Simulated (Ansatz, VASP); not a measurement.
# Nb3C4 in VASP and in Ansatz

```
Nb C
1.0
     3.81923    0.00000    0.00000
     0.00000    3.81923    0.00000
     0.00000    0.00000    3.81923
Nb C
3 4
Direct
  0.00000 0.50000 0.50000
  0.50000 0.00000 0.50000
  0.50000 0.50000 0.00000
  0.50000 0.00000 0.00000
  0.00000 0.50000 0.00000
  0.00000 0.00000 0.50000
  0.00000 0.00000 0.00000
```

Alike in both runs: task relaxation of cell and atoms; functional PBE; k mesh 4 × 4 × 4; occupations gaussian, width 0.1 eV; no spin polarisation.

|  | VASP | Ansatz |
| --- | --- | --- |
| version | VASP 6.6.1 | Ansatz 0.2.0 |
| potentials or method | VASP PAW PBE potentials, release 64 (Nb_sv, C), cutoff 600 eV | scalar-relativistic, plane waves, PAW |
| valence electrons in the cell | 55 | 55 |

|  | VASP | Ansatz | Ansatz less VASP |
| --- | --- | --- | --- |
| gap on the k mesh at the Fermi level, each at its own relaxed structure (eV) | none | none | - |
| relaxed volume (Å³/atom) | 12.05 | 12.08 | +0.031 |
| relaxed length of the cell vector where the two differ most in proportion (Å) | 4.386 | 4.390 | +0.0038 |

A gap of «none» marks a metal or a gap that the smearing closes.

The k mesh is coarse, so the values compare programs but aren't converged. Noted on VASP's run: the volume moved by over 15 % at a fixed basis, so the end points are rough.
